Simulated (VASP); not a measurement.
The system is Au.

```
CELL_PARAMETERS angstrom
2.26492 0.00000 0.00000
-1.13246 1.96148 0.00000
0.00000 0.00000 2.17726
ATOMIC_POSITIONS crystal
Au 0.00000 0.00000 0.00000
```

Base run:

| Property | Result |
| --- | --- |
| Program | VASP 6.6.1 |
| Functional | PBE |
| Potentials or basis | VASP PAW PBE potentials, release 64 (Au_sv_GW) |
| Cutoff | 500 eV |
| k mesh | 15 × 15 × 14 |
| Occupations | fermi-dirac, width 0.08 eV |
| Spin | no spin polarisation |

Its results: pressure 573.2 GPa.

Question: The run is repeated on the same cell with these changes: potentials or basis from VASP PAW PBE potentials, release 64 (Au_sv_GW) to VASP PAW PBE potentials, release 64 (Au); cutoff from 500 eV to 520 eV; further incar settings from ALGO = Normal; EDIFF = 1e-06; NBANDS = 16 to ALGO = Normal; EDIFF = 1e-06; NBANDS = 12; valence electrons from 19 to 11. What comes out?

Answer: Pressure 572.4 GPa.
